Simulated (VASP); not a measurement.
A run of VASP 6.6.1 is set up as follows.

File INCAR:

```
SYSTEM = Ge
PREC = Accurate
ENCUT = 520
EDIFF = 1E-6
ISMEAR = -1
SIGMA = 0.05
LREAL = .FALSE.
LASPH = .TRUE.
NELM = 60
ALGO = Normal
ISIF = 2
LWAVE = .FALSE.
LCHARG = .FALSE.
GGA = RE
NBANDS = 36
```

File KPOINTS:

```
Automatic mesh
0
G
  8 8 4
  0 0 0
```

The input POSCAR:

```
Ge
1.0
    4.0906418626      0.0000000000      0.0000000000
   -2.0453209313      3.5425997708      0.0000000000
    0.0000000000      0.0000000000      6.7290848773
Ge
4
Direct
    0.3333333333      0.6666666667      0.9374134375
    0.6666666667      0.3333333333      0.4374134375
    0.3333333333      0.6666666667      0.5625865625
    0.6666666667      0.3333333333      0.0625865625
```

Potentials or basis: VASP PAW PBE potentials, release 64 (Ge_d).

Command:

```bash
$ cat potpaw_PBE.64/Ge_d/POTCAR > POTCAR
$ mpirun -np 1 vasp_std > vasp.out
```

(1) What does it give for the largest force?

(2) Predict the band gap on the k mesh.

(3) Estimate the pressure.

## Answers

(1) 0.006 eV/Å.

(2) 0.10 eV, indirect (least direct gap 0.21 eV).

(3) -0.1 GPa.

Caveat: the PAW data sets were made with another functional, which shifts forces and pressure a little.
